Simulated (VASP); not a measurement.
# HPt3 in VASP: relaxation of the atoms with PBEsol

Aim: the relaxation of the atoms of HPt3 with PBEsol.

Program: VASP 6.6.1. These are calculated values, not measurements. Logs are shortened: lines on timing, memory, paths and dates and some standing lists are left out, and cuts for length are marked.

### Step 1. The cell of the first run

The cell holds a slab with vacuum, 4 atoms: a = 2.770 Å, b = 2.770 Å, c = 20.052 Å, α = 90.00°, β = 90.00°, γ = 120.00°.

### Step 2. Relaxation of the atoms, PBEsol

Input file INCAR:

```
  PREC = Accurate
  ENCUT = 520
  EDIFF = 1E-6
  ISMEAR = 0
  SIGMA = 0.1
  LREAL = False
  LASPH = True
  NELM = 80
  ALGO = Normal
  ISIF = 2
  LWAVE = False
  LCHARG = False
  LDIPOL = True
  IDIPOL = 3
  DIPOL = 0.5 0.5 0.359
  GGA = PS
  IBRION = 2
  NSW = 36
  EDIFFG = -0.025
```

Input file KPOINTS:

```
Automatic mesh
0
Gamma
  12 12 1
```

Input file POSCAR:

```
HPt3
1.0
    2.7704873139      0.0000000000      0.0000000000
   -1.3852436569      2.3993123947      0.0000000000
    0.0000000000      0.0000000000     20.0517698534
Pt H
3 1
Selective dynamics
Direct
    0.6666666667      0.3333333333      0.1994836381  F F F
    0.3333333333      0.6666666667      0.3129860846  F F F
    0.0000000000      0.0000000000      0.4264845406  F F F
    0.1666666667      0.3333333333      0.4953514333  F F T
```

Potentials or basis: VASP PAW PBE potentials, release 64 (Pt, H).

Run with:

```sh
$ cat potpaw_PBE.64/Pt/POTCAR potpaw_PBE.64/H/POTCAR > POTCAR
$ mpirun -np 1 vasp_std > vasp.out
```

OUTCAR:

```text
PREC = Accurate
   ENCUT = 520
   EDIFF = 1E-6
   ISMEAR = 0
   LREAL = False
   LASPH = True
   NELM = 80
   ISIF = 2
   GGA = PS
   IBRION = 2
   NSW = 36
   EDIFFG = -0.025

 ion  position               nearest neighbor table
   1  0.667  0.333  0.199-   2 2.78   2 2.78   2 2.78
   2  0.333  0.667  0.313-   3 2.78   3 2.78   3 2.78   1 2.78   1 2.78   1 2.78
   3  0.000  0.000  0.426-   4 1.60   2 2.78   2 2.78   2 2.78
   4  0.167  0.333  0.495-   3 1.60

  LATTYP: Found a hexagonal cell.
 ALAT       =     2.7704873139
 C/A-ratio  =     7.2376327994

  Lattice vectors:

 A1 = (   2.7704873139,   0.0000000000,   0.0000000000)
 A2 = (  -1.3852436569,   2.3993123947,   0.0000000000)
 A3 = (   0.0000000000,   0.0000000000,  20.0517698534)

Analysis of symmetry for initial positions (statically):
=====================================================================
 Subroutine PRICEL returns:
 Original cell was already a primitive cell.

 Routine SETGRP: Setting up the symmetry group for a
 hexagonal supercell.

 Subroutine GETGRP returns: Found  2 space group operations
 (whereof  2 operations were pure point group operations)
 out of a pool of 24 trial point group operations.

The static configuration has the point symmetry C_1h.

Analysis of symmetry for dynamics (positions and initial velocities):
=====================================================================
 Subroutine PRICEL returns:
 Original cell was already a primitive cell.

 Routine SETGRP: Setting up the symmetry group for a
 hexagonal supercell.

 Subroutine GETGRP returns: Found  2 space group operations
 (whereof  2 operations were pure point group operations)
 out of a pool of 24 trial point group operations.

The dynamic configuration has the point symmetry C_1h.

Analysis of constrained symmetry for selective dynamics:
=====================================================================
 Subroutine PRICEL returns:
 Original cell was already a primitive cell.

 Routine SETGRP: Setting up the symmetry group for a
 hexagonal supercell.

 Subroutine GETGRP returns: Found  2 space group operations
 (whereof  2 operations were pure point group operations)
 out of a pool of 24 trial point group operations.

The constrained configuration has the point symmetry C_1h.

 Subroutine INISYM returns: Found  2 space group operations
 (whereof  2 operations are pure point group operations),
[... 116 lines left out ...]
   EFERMI_NEDOS =   21; number of points for ismear=-14 and -15
   IALGO  =     38    algorithm
   IMIX   =      4    mixing-type and parameters
     AMIX     =   0.40;   BMIX     =  1.00
     AMIX_MAG =   1.60;   BMIX_MAG =  1.00
  volume/ion in A,a.u.               =      33.32       224.87
  Fermi-wavevector in a.u.,A,eV,Ry     =   1.006770  1.902519 13.790666  1.013585
  Thomas-Fermi vector in A             =   2.139533
   LORBIT       =      0    0 simple, 1 ext, 2 COOP (PROOUT), +10 PAW based schemes
   GGA     = PS    functional components
   LHFCALC =     F    Hartree Fock is set to
   AEXX    =    0.0000 exact exchange contribution
   IVDW    =     0    specifies the selected vdW correction
   LEPSILON=     F    determine dielectric tensor
   LRPA    =     F    only Hartree local field effects (RPA)
 conjugate gradient relaxation of ions
 non-spin polarized calculation
 Gauss-broadening in eV      SIGMA  =   0.10
  energy-cutoff  :      520.00
  volume of cell :      133.29
 maximum number of plane-waves:      3614
 NGX is ok and might be reduce to    24
   NGX = 11   NGY = 11   NGZ = 75

 dipolmoment           0.000000      0.000000      0.013749 electrons x Angstroem

--------------------------------------- Ionic step        1  -------------------------------------------

 number of electron      31.0000004 magnetization

 Free energy of the ion-electron system (eV)
  ---------------------------------------------------
  ext. energy  EPLUGINS =         0.00000000
  ---------------------------------------------------
  free energy    TOTEN  =       -23.08459623 eV

  energy without entropy =      -23.05904522  energy(sigma->0) =      -23.07182072

------------------------ aborting loop because EDIFF is reached ----------------------------------------

  FORCE on cell =-STRESS in cart. coord.  units (eV):
  Direction    XX          YY          ZZ          XY          YZ          ZX
  --------------------------------------------------------------------------------------
  -------------------------------------------------------------------------------------
  Total       -3.8278819     -3.8836163      0.5073096     -0.0000000     -0.0554839     -0.0000000
  in kB      -46.0122466    -46.6821895      6.0980075     -0.0000000     -0.6669329     -0.0000000
  external PRESSURE =     -28.8654762 kB  Pullay stress =       0.0000000 kB
[... 63 lines left out ...]
--------------------------------------- Ionic step        3  -------------------------------------------

 number of electron      31.0000005 magnetization

 dipolmoment           0.000000      0.000000     -0.031423 electrons x Angstroem

 Free energy of the ion-electron system (eV)
  ---------------------------------------------------
  ext. energy  EPLUGINS =         0.00000000
  ---------------------------------------------------
  free energy    TOTEN  =       -23.08555958 eV

  energy without entropy =      -23.06014005  energy(sigma->0) =      -23.07284982

 E-fermi :   0.3447     XC(G=0):  -5.7074

 val. band max:        0.3362213109   @ k =   0.4167   0.3333   0.0000
 cond. band min:       0.3448177713   @ k =  -0.4167   0.2500   0.0000
 fundamental gap:      0.0085964604
 Fermi energy:         0.3447482056

 k-point     1 :       0.0000    0.0000    0.0000
  band No.  band energies     occupation
      1      -9.3097      2.00000
      2      -7.7859      2.00000
      3      -6.7644      2.00000
      4      -5.2606      2.00000
      5      -3.4216      2.00000
      6      -3.2769      2.00000
[... 505 lines left out ...]
      6      -3.8531      2.00000
[... 11 lines left out ...]
     18       2.3760      0.00000
     19       5.4690      0.00000

 [... further k-points ...]

------------------------ aborting loop because EDIFF is reached ----------------------------------------

 vacuum level on the upper side and lower side of the slab       (xc-potential included)        -0.494         0.292

  FORCE on cell =-STRESS in cart. coord.  units (eV):
  Direction    XX          YY          ZZ          XY          YZ          ZX
  --------------------------------------------------------------------------------------
  -------------------------------------------------------------------------------------
  Total       -3.8120260     -3.8071981      0.7517603     -0.0000000      0.0583026      0.0000000
  in kB      -45.8216539    -45.7636217      9.0363758     -0.0000000      0.7008141      0.0000000
  external PRESSURE =     -27.5162999 kB  Pullay stress =       0.0000000 kB
[... 19 lines left out ...]
  FREE ENERGIE OF THE ION-ELECTRON SYSTEM (eV)
  ---------------------------------------------------
  free  energy   TOTEN  =       -23.0855595840 eV

  energy  without entropy=      -23.0601400528  energy(sigma->0) =      -23.07284982

 reached required accuracy - stopping structural energy minimisation

 vacuum level on the upper side and lower side of the slab         5.228         6.032
```

OSZICAR:

```text
N       E                     dE             d eps       ncg     rms          rms(c)
DAV:   1     0.202488646872E+03    0.20249E+03   -0.13468E+04  1634   0.135E+03
DAV:   2    -0.125705390480E+02   -0.21506E+03   -0.20369E+03  2187   0.270E+02
DAV:   3    -0.241818533682E+02   -0.11611E+02   -0.10413E+02  2081   0.592E+01
[... 36 lines left out ...]
DAV:   2    -0.230855869419E+02   -0.24561E-04   -0.27245E-04  1821   0.129E-01    0.467E-02
DAV:   3    -0.230855908004E+02   -0.38584E-05   -0.66830E-04  1916   0.201E-01    0.580E-02
DAV:   4    -0.230855656574E+02    0.25143E-04   -0.20193E-04  1820   0.122E-01    0.273E-02
DAV:   5    -0.230855595347E+02    0.61227E-05   -0.33558E-05  1751   0.499E-02    0.287E-03
DAV:   6    -0.230855595840E+02   -0.49281E-07   -0.98468E-07   901   0.787E-03
   3 F= -.23085560E+02 E0= -.23072850E+02  d E =-.963358E-03
```

CONTCAR:

```text
HPt3
   1.00000000000000
     2.7704873138999999    0.0000000000000000    0.0000000000000000
    -1.3852436569000000    2.3993123946999999    0.0000000000000000
     0.0000000000000000    0.0000000000000000   20.0517698533999997
  Pt              H
     3     1
Selective dynamics
Direct
     0.6666666667000030    0.3333333332999970    0.1994836380999985   F   F   F
     0.3333333332999970    0.6666666667000030    0.3129860845999985   F   F   F
     0.0000000000000000    0.0000000000000000    0.4264845406000006   F   F   F
     0.1666666667000030    0.3333333332999970    0.4947381963109747   F   F   T

  0.00000000E+00  0.00000000E+00  0.00000000E+00
  0.00000000E+00  0.00000000E+00  0.00000000E+00
  0.00000000E+00  0.00000000E+00  0.00000000E+00
  0.00000000E+00  0.00000000E+00  0.00000000E+00
```

It took 14 min on 1 thread of Intel Xeon 8259CL, shared host; peak memory 0.31 GiB.

Results:

```
Free energy               : -23.0856 eV
Energy gained by relaxing : 0.2 meV/atom
Ionic steps               : 3
Band gap on the k mesh    : zero (an odd number of electrons rules out a gap without spin polarisation)
```

Step by step:
| step | energy change (eV) | largest force on free atoms (eV/Å) | pressure (GPa) |
| --- | --- | --- | --- |
| 1 | 0.0000 | 0.1565 | -2.89 |
| 2 | -0.0008 | 0.0604 | -2.80 |
| 3 | -0.0010 | 0.0013 | -2.75 |

Final structure:
```yaml
crystal:
  lattice:
    - [2.77049, 0.00000, 0.00000]
    - [-1.38524, 2.39931, 0.00000]
    - [0.00000, 0.00000, 20.05177]
  atoms:
    - { symbol: Pt, position: [0.66667, 0.33333, 0.19948] }
    - { symbol: Pt, position: [0.33333, 0.66667, 0.31299] }
    - { symbol: Pt, position: [0.00000, 0.00000, 0.42648] }
    - { symbol: H, position: [0.16667, 0.33333, 0.49474] }
```

Levels at points of the mesh, in eV from the Fermi level:
| k point | band 12 | band 13 | band 14 | band 15 | band 16 | band 17 | band 18 | band 19 |
| --- | --- | --- | --- | --- | --- | --- | --- | --- |
| (0.00, 0.00, 0.00) | -2.84 | -1.62 | -1.54 | -1.03 | -1.00 | -0.11 | -0.11 | 0.11 |
| (0.50, 0.00, 0.00) | -0.28 | 0.10 | 0.32 | 0.44 | 0.64 | 2.34 | 2.55 | 3.17 |
| (0.00, 0.50, 0.00) | -0.28 | 0.11 | 0.31 | 0.33 | 0.64 | 1.93 | 2.83 | 3.96 |

Caveat: the highest band is partly filled, so the run has too few bands; the PAW data sets were made with another functional, which shifts forces and pressure a little; spin-orbit coupling is left out, which moves the levels of the heavy elements.
